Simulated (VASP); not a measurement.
A run of VASP 6.6.1 is set up as follows.

POSCAR

```
BaS
1.0
    4.3308572734      0.0000000000      0.0000000000
   -2.1654286367      3.7506324189      0.0000000000
    0.0000000000      0.0000000000      3.9481731817
Ba S
1 1
Direct
    0.0000000000      0.0000000000      0.0000000000
    0.6666666667      0.3333333333      0.5000000000
```

The input INCAR.step1:

```
SYSTEM = BaS
  ALGO = Normal
  EDIFF = 1E-4
  ENCUT = 600
  GGA = PE
  ISMEAR = 0
  LASPH = .TRUE.
  LCHARG = .FALSE.
  LREAL = .FALSE.
  LWAVE = .TRUE.
  NELM = 60
  PREC = Accurate
  SIGMA = 0.05
```

The input INCAR.step2:

```
SYSTEM = BaS
  ALGO = Normal
  EDIFF = 1E-7
  EDIFFG = -0.01
  ENCUT = 600
  IBRION = 2
  ISIF = 4
  ISMEAR = 0
  ISTART = 1
  LASPH = .TRUE.
  LCHARG = .FALSE.
  LMIXTAU = .TRUE.
  LREAL = .FALSE.
  LWAVE = .FALSE.
  METAGGA = R2SCAN
  NELM = 60
  NSW = 60
  PREC = Accurate
  SIGMA = 0.05
```

File KPOINTS:

```
k-points
0
G
  6 6 6
  0 0 0
```

Potentials or basis: VASP PAW PBE potentials, release 64 (Ba_sv, S).

The run is started by

```console
$ cat potpaw_PBE.64/Ba_sv/POTCAR potpaw_PBE.64/S/POTCAR > POTCAR
$ cp INCAR.step1 INCAR
$ mpirun -np 1 vasp_std > vasp.out
$ cp INCAR.step2 INCAR
$ mpirun -np 1 vasp_std > vasp.out
```

(1) What does it give for the band gap on the k mesh?

Answers

(1) 2.31 eV.

Caveat: spin-orbit coupling is left out, which moves the levels of the heavy elements.
